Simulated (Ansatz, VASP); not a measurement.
I in VASP and in Ansatz

```
CELL_PARAMETERS angstrom
8.36036 -4.36934 -0.09368
8.36036 4.36934 -0.09368
-3.52775 0.00000 5.47291
ATOMIC_POSITIONS crystal
I 0.81404 0.81404 0.25697
I 0.18596 0.18596 0.74303
I 0.31573 0.31573 0.25829
I 0.68427 0.68427 0.74171
I 0.81552 0.31426 0.25758
I 0.68574 0.18448 0.74242
I 0.18448 0.68574 0.74242
I 0.31426 0.81552 0.25758
```

Alike in both runs: functional PBE; k mesh 2 × 2 × 4; occupations gaussian, width 0.1 eV; no spin polarisation.

Ansatz relaxed the structure, and its values are those at the end. VASP's run is a single point on that final structure, the one shown.

```csv
,VASP,Ansatz
version,VASP 6.6.1,Ansatz 0.2.0
potentials or method,"VASP PAW PBE potentials, release 64 (I), cutoff 520 eV","scalar-relativistic, plane waves, PAW"
valence electrons in the cell,56,136
```

```tsv
	VASP	Ansatz	Ansatz less VASP
gap on the k mesh at the Fermi level (eV)	0.37	0.36	-0.004
least direct gap on the mesh (eV)	0.37	0.36	-0.004
pressure (GPa)	0.1	0.1	+0.03
rms of the force components (eV/Å)	0.011	0.004	-0.0077
```

VASP's potentials hold 56 valence electrons a cell and Ansatz's 136, so a difference there can come from the potentials and not from the codes.

The k mesh is coarse, so the values compare programs but aren't converged. Neither program's run includes spin-orbit coupling.
